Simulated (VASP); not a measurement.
A run of VASP 6.6.1 is set up as follows.

File INCAR:

```
PREC = Accurate
ENCUT = 600
EDIFF = 1E-6
ISMEAR = 0
SIGMA = 0.1
LREAL = False
LASPH = True
NELM = 100
ALGO = Normal
ISIF = 3
LWAVE = False
LCHARG = False
GGA = PS
IBRION = 2
NSW = 100
EDIFFG = -0.005
```

File KPOINTS:

```
Automatic mesh
0
Gamma
  10 10 10
```

File POSCAR:

```
Rb
1.0
   -2.8060000000      2.8060000000      2.8060000000
    2.8060000000     -2.8060000000      2.8060000000
    2.8060000000      2.8060000000     -2.8060000000
Rb
1
Direct
    0.0000000000      0.0000000000      0.0000000000
```

Potentials or basis: VASP PAW PBE potentials, release 64 (Rb_sv).

The run is started by

```bash
$ cat potpaw_PBE.64/Rb_sv/POTCAR > POTCAR
$ mpirun -np 1 vasp_std > vasp.out
```

Problem. What does it give for the relaxed cell?

Solution. a = 4.830 Å, b = 4.830 Å, c = 4.830 Å, α = 109.47°, β = 109.47°, γ = 109.47°.

Problem. Predict the relaxed volume.

Solution. 86.75 Å³/atom.

Step by step:
```tsv
step	energy change (eV)	largest force (eV/Å)	pressure (GPa)	volume (Å³)
1	0.0000	0.0000	-0.06	88.37
2	-0.0001	0.0000	-0.05	87.97
3	-0.0003	0.0000	-0.01	86.75
```

Caveat: the PAW data sets were made with another functional, which shifts forces and pressure a little.
